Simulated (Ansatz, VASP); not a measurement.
## One calculation of Sn, two programs

```
CELL_PARAMETERS angstrom
-1.98777 1.98777 1.62686
1.98777 -1.98777 1.62686
1.98777 1.98777 -1.62686
ATOMIC_POSITIONS crystal
Sn 0.00000 0.00000 0.00000
```

Change from the starting cell: volume scaled by 0.94.

Alike in both runs: task single point; functional PBEsol; k mesh 10 × 10 × 10; occupations fermi-dirac, width 0.05 eV; no spin polarisation.

|  | VASP | Ansatz |
| --- | --- | --- |
| version | VASP 6.6.1 | Ansatz 0.2.0 |
| potentials or method | VASP PAW PBE potentials, release 64 (Sn_d), cutoff 520 eV | all-electron LAPW, scalar-relativistic |

|  | VASP | Ansatz | Ansatz less VASP |
| --- | --- | --- | --- |
| gap on the k mesh at the Fermi level (eV) | none | none | - |
| pressure (GPa) | 1.3 | 1.4 | +0.07 |
| traceless stress, the component that is largest in VASP (GPa) | 1.38 | 1.38 | +0.005 |

VASP's potentials were made for PBE, not for PBEsol. A gap of «none» marks a metal or a gap that the smearing closes. Ansatz ran all-electron here, and VASP with PAW potentials.
